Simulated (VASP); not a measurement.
# HoAuF4 (P-1) in VASP: further runs

The runs below take HoAuF4 through single point, with PBE.

Everything below comes from runs of VASP 6.6.1. Logs are shortened: lines on timing, memory, paths and dates and some standing lists are left out, and cuts for length are marked.

## (1) The cell of the first run

The typed cell holds 6 atoms: a = 4.321 Å, b = 4.322 Å, c = 7.861 Å, α = 104.21°, β = 103.03°, γ = 89.98°.

## (2) Single point, PBE (23.07 Å³/atom)

Input file INCAR:

```
PREC = Accurate ; ENCUT = 600
EDIFF = 1E-6 ; ISMEAR = 0
SIGMA = 0.02 ; LREAL = False
LASPH = True ; NELM = 200
ALGO = Normal ; ISIF = 2
LWAVE = False ; LCHARG = False
GGA = PE ; NBANDS = 33
GGA_COMPAT = False ; LMAXMIX = 6
```

Input file KPOINTS:

```
regular mesh
0
Gamma
  6 6 4
```

Input file POSCAR:

```
HoAuF4
1.0
    4.3204797784      0.0097485143      0.0194885112
   -0.0084693204      4.3218445403      0.0418756696
   -1.8013943772     -2.0049296817      7.3842095773
Ho Au F
1 1 4
Direct
    0.5000000000      0.0000000000      0.0000000000
    0.5000000000      0.0000000000      0.5000000000
    0.0000000000      0.0000000000      0.0000000000
    0.5000000000      0.5000000000      0.0000000000
    0.6200422613      0.1307871925      0.2927903474
    0.3799577387      0.8692128075      0.7072096526
```

Potentials or basis: VASP PAW PBE potentials, release 64 (Ho_3, Au, F), 4f in core.

On the command line:

```
$ cat potpaw_PBE.64/Ho_3/POTCAR potpaw_PBE.64/Au/POTCAR potpaw_PBE.64/F/POTCAR > POTCAR
$ mpirun -np 1 vasp_std > vasp.out
```

OUTCAR:

```text
PREC = Accurate
   ENCUT = 600
   EDIFF = 1E-6
   ISMEAR = 0
   LREAL = False
   LASPH = True
   NELM = 200
   ISIF = 2
   GGA = PE

 ion  position               nearest neighbor table
   1  0.500  0.000  0.000-   3 2.16   3 2.16   4 2.16   4 2.16   5 2.17   6 2.17
   2  0.500  0.000  0.500-   5 2.02   6 2.02
   3  0.000  0.000  0.000-   1 2.16   1 2.16
   4  0.500  0.500  0.000-   1 2.16   1 2.16
   5  0.620  0.131  0.293-   2 2.02   1 2.17
   6  0.380  0.869  0.707-   2 2.02   1 2.17

  LATTYP: Found a triclinic cell.
 ALAT       =     9.7864900650
 B/A-ratio  =     0.4414794989
 C/A-ratio  =     0.4416349149
 COS(alpha) =     0.0003403807
 COS(beta)  =     0.1973361276
 COS(gamma) =     0.6226054673

  Lattice vectors:

 A1 = (  -6.1218741556,  -2.0146781960,   7.3647210661)
 A2 = (  -4.3204797784,  -0.0097485143,  -0.0194885112)
 A3 = (   0.0084693204,  -4.3218445403,  -0.0418756696)

Analysis of symmetry for initial positions (statically):
=====================================================================
 Subroutine PRICEL returns:
 Original cell was already a primitive cell.

 Routine SETGRP: Setting up the symmetry group for a
 triclinic supercell.

 Subroutine GETGRP returns: Found  2 space group operations
 (whereof  2 operations were pure point group operations)
 out of a pool of  2 trial point group operations.

The static configuration has the point symmetry S_2 .

Analysis of symmetry for dynamics (positions and initial velocities):
=====================================================================
 Subroutine PRICEL returns:
 Original cell was already a primitive cell.

 Routine SETGRP: Setting up the symmetry group for a
 triclinic supercell.

 Subroutine GETGRP returns: Found  2 space group operations
 (whereof  2 operations were pure point group operations)
 out of a pool of  2 trial point group operations.

The dynamic configuration has the point symmetry S_2 .

 Subroutine INISYM returns: Found  2 space group operations
 (whereof  2 operations are pure point group operations),
 and found     1 'primitive' translations

----------------------------------------------------------------------------------------

                                     Primitive cell
[... 93 lines left out ...]
   ISPIN  =      1    spin polarized calculation?
   LNONCOLLINEAR =      F non collinear calculations
   LSORBIT =      F    spin-orbit coupling
   LASPH  =      T    aspherical Exc in radial PAW
   ENCUT  =  600.0 eV  44.10 Ry    6.64 a.u.   8.63  8.63 15.70*2*pi/ulx,y,z
   NELM   =    200;   NELMIN=  2; NELMDL= -5     # of ELM steps
   EDIFF  = 0.1E-05   stopping-criterion for ELM
   LREAL  =      F    real-space projection
   EDIFFG = 0.1E-04   stopping-criterion for IOM
   NSW    =      0    number of steps for IOM
   IBRION =     -1    ionic relax: 0-MD 1-quasi-New 2-CG
   NFREE  =      0    steps in history (QN), initial steepest desc. (CG)
   ISIF   =      2    stress and relaxation
   ISYM   =      2    0-nonsym 1-usesym 2-fastsym
   POTIM  = 0.5000    time-step for ionic-motion
   TEBEG  =    0.0;   TEEND  =   0.0 temperature during run
   PSTRESS=    0.0 pullay stress
   NELECT =      48.0000    total number of electrons
   NUPDOWN=      -1.0000    fix difference up-down
   EMIN   =  10.00;   EMAX   =-10.00  energy-range for DOS
   EFERMI =   0.00;   METHOD = LEGACY
   ISMEAR =     0;   SIGMA  =   0.02  broadening in eV -4-tet -1-fermi 0-gaus
   EFERMI_NEDOS =   21; number of points for ismear=-14 and -15
   IALGO  =     38    algorithm
   IMIX   =      4    mixing-type and parameters
     AMIX     =   0.40;   BMIX     =  1.00
     AMIX_MAG =   1.60;   BMIX_MAG =  1.00
  volume/ion in A,a.u.               =      23.07       155.66
  Fermi-wavevector in a.u.,A,eV,Ry     =   1.150220  2.173600 18.000584  1.323006
  Thomas-Fermi vector in A             =   2.286885
   LORBIT       =      0    0 simple, 1 ext, 2 COOP (PROOUT), +10 PAW based schemes
   GGA     = PE    functional components
   LHFCALC =     F    Hartree Fock is set to
   AEXX    =    0.0000 exact exchange contribution
   IVDW    =     0    specifies the selected vdW correction
   LEPSILON=     F    determine dielectric tensor
   LRPA    =     F    only Hartree local field effects (RPA)
 non-spin polarized calculation
 Gauss-broadening in eV      SIGMA  =   0.02
  energy-cutoff  :      600.00
  volume of cell :      138.40
 maximum number of plane-waves:      4648
 NGX is ok and might be reduce to    36
   NGX = 17   NGY = 17   NGZ = 31

 number of electron      48.0000005 magnetization

 Free energy of the ion-electron system (eV)
  ---------------------------------------------------
  ext. energy  EPLUGINS =         0.00000000
  ---------------------------------------------------
  free energy    TOTEN  =       -32.27264788 eV

  energy without entropy =      -32.27264788  energy(sigma->0) =      -32.27264788

 E-fermi :  -1.4452     XC(G=0):  -7.5098

 val. band max:       -1.5998508359   @ k =   0.5000   0.5000   0.5000
 cond. band min:       1.2329102120   @ k =   0.0000   0.0000   0.0000
 fundamental gap:      2.8327610479
 Fermi energy:        -1.4452189442

 k-point     1 :       0.0000    0.0000    0.0000
  band No.  band energies     occupation
      1     -25.1774      2.00000
      2     -24.1660      2.00000
      3     -23.9267      2.00000
      4     -23.8535      2.00000
      5     -23.8143      2.00000
      6     -23.8048      2.00000
[... 853 lines left out ...]
     32       7.1781      0.00000
     33       8.2324      0.00000

 [... further k-points ...]
[... 5 lines left out ...]
  --------------------------------------------------------------------------------------
  -------------------------------------------------------------------------------------
  Total        0.7227601      0.7254160      0.8078979      0.0403933     -0.0733164     -0.0811336
  in kB        8.3672274      8.3979733      9.3528481      0.4676241     -0.8487667     -0.9392647
  external PRESSURE =       8.7060163 kB  Pullay stress =       0.0000000 kB

 VOLUME and BASIS-vectors are now :
 -----------------------------------------------------------------------------
  energy-cutoff  :      600.00
  volume of cell :      138.40
      direct lattice vectors                 reciprocal lattice vectors
     4.320479778  0.009748514  0.019488511     0.231201686 -0.000093177  0.056376867
    -0.008469320  4.321844540  0.041875670    -0.000802467  0.230775886  0.062463539
    -1.801394377 -2.004929682  7.384209577    -0.000605640 -0.001308478  0.134921089

 POSITION                                       TOTAL-FORCE (eV/Angst)
 -----------------------------------------------------------------------------------
      2.16024      0.00487      0.00974         0.000000      0.000000      0.000000
      1.25954     -0.99759      3.70185         0.000000      0.000000      0.000000
      0.00000      0.00000      0.00000         0.000000      0.000000      0.000000
      2.15601      2.16580      0.03068         0.000000      0.000000     -0.000000
      2.15034     -0.01574      2.17959         0.015325      0.014964      0.091454
      0.36027      2.34240      5.26599        -0.015325     -0.014964     -0.091454
 -----------------------------------------------------------------------------------
    total drift:                                0.000000      0.000000     -0.000000

  FREE ENERGIE OF THE ION-ELECTRON SYSTEM (eV)
  ---------------------------------------------------
  free  energy   TOTEN  =       -32.2726478850 eV

  energy  without entropy=      -32.2726478850  energy(sigma->0) =      -32.27264788
```

stdout:

```text
POSCAR found type information on POSCAR HoAuF
 POSCAR found :  3 types and       6 ions
 scaLAPACK will be used
 LDA part: xc-table for (Slater+PW92), standard interpolation
 POSCAR, INCAR and KPOINTS ok, starting setup
 FFT: planning ... GRIDC
 FFT: planning ... GRID_SOFT
 FFT: planning ... GRID
 WAVECAR not read
 entering main loop
```

Wall time 5.2 min (1 thread of Intel Xeon Platinum 8488C (Sapphire Rapids), shared host); peak memory 0.54 GiB.

What came out:

```yaml
Free_energy: -32.2726 eV
Pressure: 0.9 GPa
Largest_force: 0.094 eV/Å
Band_gap_on_the_k_mesh: 2.83 eV (least direct gap 3.40 eV)
```

Forces on the atoms (eV/Å):
```
Ho   0.000  0.000  0.000
Au   0.000  0.000  0.000
F    0.000  0.000  0.000
F    0.000  0.000  0.000
F    0.015  0.015  0.091
F   -0.015 -0.015 -0.091
```

Levels at points of the mesh, in eV from the valence-band top:
| k point | band 20 | band 21 | band 22 | band 23 | band 24 | band 25 | band 26 | band 27 | band 28 | band 29 |
| --- | --- | --- | --- | --- | --- | --- | --- | --- | --- | --- |
| (0.00, 0.00, 0.00) | -0.88 | -0.75 | -0.69 | -0.60 | -0.57 | 2.83 | 5.64 | 6.00 | 6.06 | 6.13 |
| (0.50, 0.00, 0.00) | -0.86 | -0.79 | -0.63 | -0.49 | -0.23 | 3.74 | 5.37 | 6.16 | 6.59 | 6.74 |
| (0.00, 0.50, 0.00) | -0.87 | -0.79 | -0.62 | -0.50 | -0.26 | 3.76 | 5.44 | 6.16 | 6.59 | 6.74 |
| (0.50, 0.50, 0.00) | -0.88 | -0.70 | -0.58 | -0.45 | -0.04 | 4.49 | 6.35 | 6.49 | 7.00 | 7.00 |
| (0.00, 0.00, 0.50) | -0.88 | -0.75 | -0.61 | -0.50 | -0.49 | 3.44 | 4.78 | 5.64 | 5.99 | 6.02 |
| (0.50, 0.00, 0.50) | -0.85 | -0.78 | -0.51 | -0.44 | -0.20 | 4.19 | 5.36 | 6.11 | 6.52 | 6.60 |
| (0.00, 0.50, 0.50) | -0.86 | -0.78 | -0.51 | -0.43 | -0.23 | 4.19 | 5.43 | 6.12 | 6.52 | 6.60 |
| (0.50, 0.50, 0.50) | -0.88 | -0.70 | -0.45 | -0.43 | 0.00 | 4.84 | 6.21 | 6.51 | 6.94 | 6.99 |

Caveat: spin-orbit coupling is left out, which moves the levels of the heavy elements; the 4f electrons are frozen in the core, so they carry no moment and show no levels.

## (3) Single point, PBE (23.83 Å³/atom)

This run uses another cell than the first one, of 23.83 Å³/atom.

Input file INCAR:

```
ALGO = Normal
EDIFF = 1E-6
ENCUT = 600
GGA = PE
GGA_COMPAT = F
ISIF = 2
ISMEAR = 0
LASPH = T
LCHARG = T
LELF = T
LMAXMIX = 6
LREAL = F
LVHAR = T
LWAVE = F
NBANDS = 33
NELM = 200
PREC = Accurate
SIGMA = 0.02
```

Input file KPOINTS:

```
k-points
0
Gamma
  6 6 4
```

Input file POSCAR:

```
HoAuF4
1.0
    4.3212556080      0.0122634701      0.0911143730
   -0.0055681473      4.3219552096      0.1099424049
   -1.6815665254     -1.8914681332      7.5710169612
Ho Au F
1 1 4
Direct
    0.5000000000      0.0000000000      0.0000000000
    0.5000000000      0.0000000000      0.5000000000
    0.0000000000      0.0000000000      0.0000000000
    0.5000000000      0.5000000000      0.0000000000
    0.6014400137      0.1126940198      0.2833449728
    0.3985599863      0.8873059802      0.7166550272
```

Potentials or basis: VASP PAW PBE potentials, release 64 (Ho_3, Au, F), 4f in core.

On the command line:

```
$ cat potpaw_PBE.64/Ho_3/POTCAR potpaw_PBE.64/Au/POTCAR potpaw_PBE.64/F/POTCAR > POTCAR
$ mpirun -np 1 vasp_std > vasp.out
```

OUTCAR:

```text
EDIFF = 1E-6
   ENCUT = 600
   GGA = PE
   ISIF = 2
   ISMEAR = 0
   LASPH = T
   LREAL = F
   NELM = 200
   PREC = Accurate

 ion  position               nearest neighbor table
   1  0.500  0.000  0.000-   3 2.16   3 2.16   4 2.16   4 2.16   5 2.17   6 2.17
   2  0.500  0.000  0.500-   5 2.02   6 2.02
   3  0.000  0.000  0.000-   1 2.16   1 2.16
   4  0.500  0.500  0.000-   1 2.16   1 2.16
   5  0.601  0.113  0.283-   2 2.02   1 2.17
   6  0.399  0.887  0.717-   2 2.02   1 2.17

  LATTYP: Found a triclinic cell.
 ALAT       =     9.7778837338
 B/A-ratio  =     0.4420418157
 C/A-ratio  =     0.4421567131
 COS(alpha) =     0.0020848202
 COS(beta)  =     0.1743905227
 COS(gamma) =     0.5982057451

  Lattice vectors:

 A1 = (  -6.0028221334,  -1.9037316033,   7.4799025882)
 A2 = (  -4.3212556080,  -0.0122634701,  -0.0911143730)
 A3 = (   0.0055681473,  -4.3219552096,  -0.1099424049)

Analysis of symmetry for initial positions (statically):
=====================================================================
 Subroutine PRICEL returns:
 Original cell was already a primitive cell.

 Routine SETGRP: Setting up the symmetry group for a
 triclinic supercell.

 Subroutine GETGRP returns: Found  2 space group operations
 (whereof  2 operations were pure point group operations)
 out of a pool of  2 trial point group operations.

The static configuration has the point symmetry S_2 .

Analysis of symmetry for dynamics (positions and initial velocities):
=====================================================================
 Subroutine PRICEL returns:
 Original cell was already a primitive cell.

 Routine SETGRP: Setting up the symmetry group for a
 triclinic supercell.

 Subroutine GETGRP returns: Found  2 space group operations
 (whereof  2 operations were pure point group operations)
 out of a pool of  2 trial point group operations.
[... 123 lines left out ...]
   EFERMI =   0.00;   METHOD = LEGACY
   ISMEAR =     0;   SIGMA  =   0.02  broadening in eV -4-tet -1-fermi 0-gaus
   EFERMI_NEDOS =   21; number of points for ismear=-14 and -15
   IALGO  =     38    algorithm
   IMIX   =      4    mixing-type and parameters
     AMIX     =   0.40;   BMIX     =  1.00
     AMIX_MAG =   1.60;   BMIX_MAG =  1.00
  volume/ion in A,a.u.               =      23.83       160.79
  Fermi-wavevector in a.u.,A,eV,Ry     =   1.137851  2.150226 17.615526  1.294705
  Thomas-Fermi vector in A             =   2.274556
   LORBIT       =      0    0 simple, 1 ext, 2 COOP (PROOUT), +10 PAW based schemes
   GGA     = PE    functional components
   LHFCALC =     F    Hartree Fock is set to
   AEXX    =    0.0000 exact exchange contribution
   IVDW    =     0    specifies the selected vdW correction
   LEPSILON=     F    determine dielectric tensor
   LRPA    =     F    only Hartree local field effects (RPA)
 non-spin polarized calculation
 Gauss-broadening in eV      SIGMA  =   0.02
  energy-cutoff  :      600.00
  volume of cell :      142.96
 maximum number of plane-waves:      4794
 NGX is ok and might be reduce to    36
   NGX = 17   NGY = 17   NGZ = 31

 number of electron      48.0000024 magnetization

 Free energy of the ion-electron system (eV)
  ---------------------------------------------------
  ext. energy  EPLUGINS =         0.00000000
  ---------------------------------------------------
  free energy    TOTEN  =       -32.28289494 eV

  energy without entropy =      -32.28289494  energy(sigma->0) =      -32.28289494

 E-fermi :  -1.5489     XC(G=0):  -7.3476

 val. band max:       -1.7324360768   @ k =   0.5000   0.5000   0.5000
 cond. band min:       1.0776006518   @ k =   0.0000   0.0000   0.0000
 fundamental gap:      2.8100367287
 Fermi energy:        -1.5488873955

 k-point     1 :       0.0000    0.0000    0.0000
  band No.  band energies     occupation
      1     -25.3403      2.00000
      2     -24.3271      2.00000
      3     -24.0623      2.00000
      4     -23.9882      2.00000
      5     -23.9610      2.00000
      6     -23.9539      2.00000
[... 853 lines left out ...]
     32       6.9652      0.00000
     33       8.0512      0.00000

 [... further k-points ...]
[... 5 lines left out ...]
  --------------------------------------------------------------------------------------
  -------------------------------------------------------------------------------------
  Total        0.6255434      0.6249100      0.7000085      0.0243745     -0.0686895     -0.0636128
  in kB        7.0106510      7.0035524      7.8452037      0.2731725     -0.7698237     -0.7129277
  external PRESSURE =       7.2864691 kB  Pullay stress =       0.0000000 kB

 VOLUME and BASIS-vectors are now :
 -----------------------------------------------------------------------------
  energy-cutoff  :      600.00
  volume of cell :      142.96
      direct lattice vectors                 reciprocal lattice vectors
     4.321255608  0.012263470  0.091114373     0.230343583 -0.000998325  0.050911226
    -0.005568147  4.321955210  0.109942405    -0.001854993  0.229923640  0.057029848
    -1.681566525 -1.891468133  7.571016961    -0.002745162 -0.003326818  0.130641796

 POSITION                                       TOTAL-FORCE (eV/Angst)
 -----------------------------------------------------------------------------------
      2.16063      0.00613      0.04556         0.000000     -0.000000      0.000000
      1.31984     -0.93960      3.83107        -0.000000     -0.000000     -0.000000
      0.00000      0.00000      0.00000         0.000000     -0.000000      0.000000
      2.15784      2.16711      0.10053         0.000000      0.000000      0.000000
      2.12189     -0.04150      2.21240         0.009817      0.010801      0.091144
      0.51224      2.48425      5.55967        -0.009817     -0.010801     -0.091144
 -----------------------------------------------------------------------------------
    total drift:                                0.000000      0.000000      0.000000

  FREE ENERGIE OF THE ION-ELECTRON SYSTEM (eV)
  ---------------------------------------------------
  free  energy   TOTEN  =       -32.2828949371 eV

  energy  without entropy=      -32.2828949371  energy(sigma->0) =      -32.28289494
```

It took 6.8 min on 1 thread of Intel Xeon Platinum 8488C (Sapphire Rapids), shared host; peak memory 0.55 GiB.

Results:

```
Free energy            : -32.2829 eV
Pressure               : 0.7 GPa
Largest force          : 0.092 eV/Å
Band gap on the k mesh : 2.81 eV (least direct gap 3.41 eV)
```

Forces in eV/Å, atoms in the order of the input:
```
Ho   0.000  0.000  0.000
Au   0.000  0.000  0.000
F    0.000  0.000  0.000
F    0.000  0.000  0.000
F    0.010  0.011  0.091
F   -0.010 -0.011 -0.091
```

Levels at points of the mesh, in eV from the valence-band top:
| k point | band 20 | band 21 | band 22 | band 23 | band 24 | band 25 | band 26 | band 27 | band 28 | band 29 |
| --- | --- | --- | --- | --- | --- | --- | --- | --- | --- | --- |
| (0.00, 0.00, 0.00) | -0.94 | -0.78 | -0.75 | -0.64 | -0.60 | 2.81 | 5.63 | 5.95 | 6.05 | 6.14 |
| (0.50, 0.00, 0.00) | -0.90 | -0.83 | -0.65 | -0.53 | -0.27 | 3.68 | 5.21 | 6.15 | 6.58 | 6.71 |
| (0.00, 0.50, 0.00) | -0.92 | -0.83 | -0.64 | -0.54 | -0.29 | 3.69 | 5.27 | 6.15 | 6.57 | 6.71 |
| (0.50, 0.50, 0.00) | -0.93 | -0.73 | -0.60 | -0.49 | -0.05 | 4.44 | 6.25 | 6.37 | 6.99 | 6.99 |
| (0.00, 0.00, 0.50) | -0.94 | -0.78 | -0.70 | -0.54 | -0.53 | 3.42 | 4.82 | 5.63 | 5.99 | 6.01 |
| (0.50, 0.00, 0.50) | -0.90 | -0.83 | -0.54 | -0.48 | -0.23 | 4.16 | 5.22 | 6.10 | 6.56 | 6.62 |
| (0.00, 0.50, 0.50) | -0.91 | -0.83 | -0.54 | -0.47 | -0.26 | 4.16 | 5.27 | 6.10 | 6.55 | 6.62 |
| (0.50, 0.50, 0.50) | -0.93 | -0.73 | -0.49 | -0.47 | 0.00 | 4.83 | 6.16 | 6.36 | 6.94 | 6.97 |

Caveat: spin-orbit coupling is left out, which moves the levels of the heavy elements; the 4f electrons are frozen in the core, so they carry no moment and show no levels.

[end of part 1 of 2]
